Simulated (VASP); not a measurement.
# HfN (Fm-3m) in VASP: notebook, part 2 of 2

VASP 6.6.1. Earlier steps stand in the parts before.

## Step 3: Relaxation of cell and atoms, LDA

File INCAR:

```
SYSTEM = HfN
PREC = Accurate
ENCUT = 600
EDIFF = 1E-6
ISMEAR = -1
SIGMA = 0.15
LREAL = .False.
LASPH = .True.
NELM = 60
ALGO = Normal
ISIF = 3
LWAVE = .False.
LCHARG = .False.
GGA = CA
IBRION = 2
NSW = 80
EDIFFG = -0.001
```

File KPOINTS:

```
Automatic mesh
0
Gamma
  16 16 16
  0 0 0
```

File POSCAR:

```
HfN
1.0
    0.0000000000      2.2340514107      2.2340514107
    2.2340514107      0.0000000000      2.2340514107
    2.2340514107      2.2340514107      0.0000000000
Hf N
1 1
Direct
    0.0000000000      0.0000000000      0.0000000000
    0.5000000000      0.5000000000      0.5000000000
```

Potentials or basis: VASP PAW LDA potentials, release 64 (Hf_pv, N).

Launch:

```bash
cat potpaw_LDA.64/Hf_pv/POTCAR potpaw_LDA.64/N/POTCAR > POTCAR
mpirun -np 1 vasp_std > vasp.out
```

OUTCAR:

```text
SYSTEM = HfN
   PREC = Accurate
   ENCUT = 600
   EDIFF = 1E-6
   ISMEAR = -1
   LREAL = .False.
   LASPH = .True.
   NELM = 60
   ISIF = 3
   GGA = CA
   IBRION = 2
   NSW = 80
   EDIFFG = -0.001

 ion  position               nearest neighbor table
   1  0.000  0.000  0.000-   2 2.23   2 2.23   2 2.23   2 2.23   2 2.23   2 2.23
   2  0.500  0.500  0.500-   1 2.23   1 2.23   1 2.23   1 2.23   1 2.23   1 2.23

  LATTYP: Found a face centered cubic cell.
 ALAT       =     4.4681028214

  Lattice vectors:

 A1 = (   0.0000000000,   2.2340514107,   2.2340514107)
 A2 = (   2.2340514107,   0.0000000000,   2.2340514107)
 A3 = (   2.2340514107,   2.2340514107,   0.0000000000)

Analysis of symmetry for initial positions (statically):
=====================================================================
 Subroutine PRICEL returns:
 Original cell was already a primitive cell.
[... 257 lines left out ...]
 fundamental gap:      0.0130946922
 Fermi energy:         8.5323698986

 k-point     1 :       0.0000    0.0000    0.0000
  band No.  band energies     occupation
      1     -22.2554      2.00000
      2     -22.2554      2.00000
      3     -22.2554      2.00000
      4      -8.9168      2.00000
      5       5.5421      2.00000
      6       5.5421      2.00000
      7       5.5421      2.00000
      8       8.1216      1.87854
      9       8.1216      1.87854
     10       8.1216      1.87854
     11      10.5338      0.00000
[... 309 lines left out ...]
 k-point    24 :      -0.0625    0.0625    0.0000
  band No.  band energies     occupation
      1     -22.3696      2.00000
      2     -22.2836      2.00000
      3     -22.2572      2.00000
      4      -8.6549      2.00000
      5       4.5013      2.00000
      6       4.8239      2.00000
      7       5.1646      2.00000
      8       8.3030      1.64384
      9       8.3133      1.62313
     10       8.7782      0.32516
     11      10.7948      0.00000

 [... further k-points ...]
[... 5 lines left out ...]
  --------------------------------------------------------------------------------------
  -------------------------------------------------------------------------------------
  Total       -0.0002971     -0.0002971     -0.0002971      0.0000000      0.0000000      0.0000000
  in kB       -0.0214220     -0.0214220     -0.0214220      0.0000000      0.0000000      0.0000000
  external PRESSURE =      -0.0214220 kB  Pullay stress =       0.0000000 kB
[... 17 lines left out ...]
  FREE ENERGIE OF THE ION-ELECTRON SYSTEM (eV)
  ---------------------------------------------------
  free  energy   TOTEN  =       -23.8924698371 eV

  energy  without entropy=      -23.8508716823  energy(sigma->0) =      -23.87167076

 reached required accuracy - stopping structural energy minimisation
```

OSZICAR:

```text
N       E                     dE             d eps       ncg     rms          rms(c)
DAV:   1     0.411631220266E+02    0.41163E+02   -0.90228E+03  3190   0.144E+03
DAV:   2    -0.246433895482E+02   -0.65807E+02   -0.62321E+02  4211   0.264E+02
DAV:   3    -0.268573019361E+02   -0.22139E+01   -0.21913E+01  4026   0.405E+01
[... 20 lines left out ...]
DAV:   2    -0.238931761211E+02    0.22660E-02   -0.40315E-03  3283   0.620E-01    0.464E-01
DAV:   3    -0.238925010466E+02    0.67507E-03   -0.14428E-03  3555   0.375E-01    0.309E-01
DAV:   4    -0.238924731775E+02    0.27869E-04   -0.95161E-05  3915   0.944E-02    0.189E-01
DAV:   5    -0.238924699148E+02    0.32626E-05   -0.12430E-05  3786   0.277E-02    0.135E-02
DAV:   6    -0.238924698371E+02    0.77754E-07   -0.74783E-07  1967   0.844E-03
   3 F= -.23892470E+02 E0= -.23871671E+02  d E =-.293387E-03
```

CONTCAR:

```text
HfN
   1.00000000000000
     0.0000000000000000    2.2312961985299125    2.2312961985299125
     2.2312961985299125    0.0000000000000000    2.2312961985299125
     2.2312961985299125    2.2312961985299125    0.0000000000000000
  Hf              N
     1     1
Direct
     0.0000000000000000    0.0000000000000000    0.0000000000000000
     0.5000000000000000    0.5000000000000000    0.5000000000000000

  0.00000000E+00  0.00000000E+00  0.00000000E+00
  0.00000000E+00  0.00000000E+00  0.00000000E+00
```

It took 96 s on 1 thread of Intel Xeon Platinum 8259CL at 2.50GHz (Skylake/Cascade Lake), shared host; peak memory 0.18 GiB.

Results:

- Free energy: -23.8925 eV
- Relaxed volume: 11.11 Å³/atom
- Relaxed cell: a = 3.156 Å, b = 3.156 Å, c = 3.156 Å, α = 60.00°, β = 60.00°, γ = 60.00°
- Space group after relaxing (to 0.05 Å): Fm-3m (No. 225)
- Energy gained by relaxing: 0.1 meV/atom
- Ionic steps: 3
- Pressure after relaxing: 0.0 GPa

The path:
```
step  energy change (eV)  largest force (eV/Å)  pressure (GPa)  volume (Å³)
   1              0.0000                0.0000           -1.11        22.30
   2              0.0009                0.0000            2.34        22.05
   3             -0.0003                0.0000            0.00        22.22
```

Final structure:
```
Hf N
1.0
     0.00000    2.23130    2.23130
     2.23130    0.00000    2.23130
     2.23130    2.23130    0.00000
Hf N
1 1
Cartesian
  0.0000 0.0000 0.0000
  2.2313 2.2313 2.2313
```

Levels at points of the mesh, in eV from the Fermi level:
```tsv
k point	band 6	band 7	band 8	band 9	band 10	band 11
(0.00, 0.00, 0.00)	-2.99	-2.99	-0.41	-0.41	-0.41	2.00
(0.50, 0.00, 0.00)	-6.34	-6.34	3.45	3.86	3.86	4.76
(0.50, 0.50, 0.00)	-3.99	-3.62	-3.62	4.25	5.79	5.79
```

Caveat: spin-orbit coupling is left out, which moves the levels of the heavy elements.

## Step 4: Relaxation of cell and atoms, LDA

INCAR is that of step 3.

KPOINTS is that of step 3.

File POSCAR:

```
HfN
1.0
    0.0000000000      2.2340514114      2.2340514114
    2.2340514114      0.0000000000      2.2340514114
    2.2340514114      2.2340514114      0.0000000000
Hf N
1 1
Direct
    0.0000000000      0.0000000000      0.0000000000
    0.5000000000      0.5000000000      0.5000000000
```

Launch:

```bash
cat potpaw_LDA.64/Hf_pv/POTCAR potpaw_LDA.64/N/POTCAR > POTCAR
mpirun -np 1 vasp_std > vasp.out
```

Run time: 51 s. Hardware: 1 thread of Intel Xeon Platinum 8488C (Sapphire Rapids), shared host; peak memory 0.19 GiB.

The run converged. Its results:

```
Free energy                            : -23.8925 eV
Relaxed volume                         : 11.11 Å³/atom
Relaxed cell                           : a = 3.156 Å, b = 3.156 Å, c = 3.156 Å, α = 60.00°, β = 60.00°, γ = 60.00°
Space group after relaxing (to 0.05 Å) : Fm-3m (No. 225)
Energy gained by relaxing              : 0.1 meV/atom
Ionic steps                            : 3
Pressure after relaxing                : 0.0 GPa
```

Step by step:
```tsv
step	energy change (eV)	largest force (eV/Å)	pressure (GPa)	volume (Å³)
1	0.0000	0.0000	-1.11	22.30
2	0.0009	0.0000	2.34	22.05
3	-0.0003	0.0000	0.00	22.22
```

Final structure:
```yaml
crystal:
  lattice:
    - [0.00000, 2.23130, 2.23130]
    - [2.23130, 0.00000, 2.23130]
    - [2.23130, 2.23130, 0.00000]
  atoms:
    - { symbol: Hf, position: [0.00000, 0.00000, 0.00000] }
    - { symbol: N, position: [0.50000, 0.50000, 0.50000] }
```

Levels at points of the mesh, in eV from the Fermi level:
| k point | band 5 | band 6 | band 7 | band 8 | band 9 | band 10 | band 11 |
| --- | --- | --- | --- | --- | --- | --- | --- |
| (0.00, 0.00, 0.00) | -2.99 | -2.99 | -2.99 | -0.41 | -0.41 | -0.41 | 2.00 |
| (0.50, 0.00, 0.00) | -9.05 | -6.34 | -6.34 | 3.45 | 3.86 | 3.86 | 4.76 |
| (0.50, 0.50, 0.00) | -5.27 | -3.99 | -3.62 | -3.62 | 4.25 | 5.79 | 5.79 |

Caveat: spin-orbit coupling is left out, which moves the levels of the heavy elements.

## Step 5: Single point, LDA

This run uses another cell than the first one, of 10.39 Å³/atom, 0.931 times its volume.

File INCAR:

```
  PREC = Accurate
  ENCUT = 520
  EDIFF = 1E-6
  ISMEAR = -1
  SIGMA = 0.15
  LREAL = False
  LASPH = True
  NELM = 80
  ALGO = Normal
  ISIF = 2
  LWAVE = False
  LCHARG = False
  NBANDS = 14
```

File KPOINTS:

```
Automatic mesh
0
Gamma
  16 16 16
```

File POSCAR:

```
HfN
1.0
    0.0000000000      2.1818338294      2.1818338294
    2.1818338294      0.0000000000      2.1818338294
    2.1818338294      2.1818338294      0.0000000000
Hf N
1 1
Direct
    0.0000000000      0.0000000000      0.0000000000
    0.5000000000      0.5000000000      0.5000000000
```

Launch:

```bash
cat potpaw_LDA.64/Hf_pv/POTCAR potpaw_LDA.64/N/POTCAR > POTCAR
mpirun -np 1 vasp_std > vasp.out
```

Run time: 37 s. Hardware: 1 thread of Intel Xeon Platinum 8259CL at 2.50GHz (Skylake/Cascade Lake), shared host; peak memory 0.16 GiB.

The run converged. Its results:

```yaml
Free_energy: -23.7886 eV
Pressure: 24.0 GPa
```

Levels at points of the mesh, in eV from the Fermi level:
```csv
k point,band 4,band 5,band 6,band 7,band 8,band 9,band 10,band 11,band 12,band 13
"(0.00, 0.00, 0.00)",-17.84,-3.06,-3.06,-3.06,-0.46,-0.46,-0.46,2.17,2.17,3.06
"(0.50, 0.00, 0.00)",-14.36,-9.45,-6.70,-6.70,3.78,4.22,4.22,5.14,10.14,10.14
"(0.50, 0.50, 0.00)",-16.73,-5.20,-4.32,-3.62,-3.62,4.64,6.35,6.35,7.01,9.40
```

Caveat: spin-orbit coupling is left out, which moves the levels of the heavy elements.

## Step 6: Summary

```tsv
task	cell	cutoff (eV)	gap on the mesh (eV)	pressure (GPa)
single point	a = 3.160 Å, angles 60.0°, 2 atoms	520	none	-1.2
relaxation of cell and atoms	relaxed from a = 3.159 Å, angles 60.0°, 2 atoms	600	none	0.0
single point	a = 3.086 Å, angles 60.0°, 2 atoms	520	none	24.0
```

Alike in all rows: level LDA; potentials or basis VASP PAW LDA potentials, release 64 (Hf_pv, N); no spin polarisation; k mesh 16 × 16 × 16; smearing fermi-dirac 0.15 eV.

Caveats: spin-orbit coupling is left out, which moves the levels of the heavy elements.

Absolute energies hang on the potentials; compare differences alone.
